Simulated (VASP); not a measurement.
Here is a VASP 6.6.1 calculation.

The input INCAR:

```
PREC = Accurate
ENCUT = 520
EDIFF = 1E-7
ISMEAR = -1
SIGMA = 0.05
LREAL = False
LASPH = True
NELM = 80
ALGO = Normal
ISIF = 2
LWAVE = False
LCHARG = True
GGA = PS
LELF = True
LVHAR = True
NBANDS = 48
```

File KPOINTS:

```
regular mesh
0
Gamma
  8 8 2
```

File POSCAR:

```
InSe
1.0
    4.0473293151      0.0000000000      0.0000000000
   -2.0236646576      3.5050900044      0.0000000000
    0.0000000000      0.0000000000     18.0520649100
In Se
4 4
Direct
    0.3333333333      0.6666666667      0.0773904900
    0.3333333333      0.6666666667      0.9226095100
    0.0000000000      0.0000000000      0.4226063200
    0.0000000000      0.0000000000      0.5773936800
    0.3333333333      0.6666666667      0.3529842800
    0.3333333333      0.6666666667      0.6470157200
    0.6666666667      0.3333333333      0.1469999300
    0.6666666667      0.3333333333      0.8530000700
```

Potentials or basis: VASP PAW PBE potentials, release 64 (In_d, Se).

Run with:

```console
$ cat potpaw_PBE.64/In_d/POTCAR potpaw_PBE.64/Se/POTCAR > POTCAR
$ mpirun -np 1 vasp_std > vasp.out
```

Q: What does it give for the pressure?

A: -0.7 GPa.

Q: Estimate the band gap on the k mesh.

A: 0.63 eV.

Stress tensor (GPa, compression positive):
```
-0.86  0.00  0.00
 0.00 -0.86  0.00
 0.00  0.00 -0.50
```

Caveat: the PAW data sets were made with another functional, which shifts forces and pressure a little; spin-orbit coupling is left out, which moves the levels of the heavy elements; this functional lacks dispersion, which binds the layers, so the pressure and a relaxed spacing across them are unreliable. A k mesh can miss the band edges.
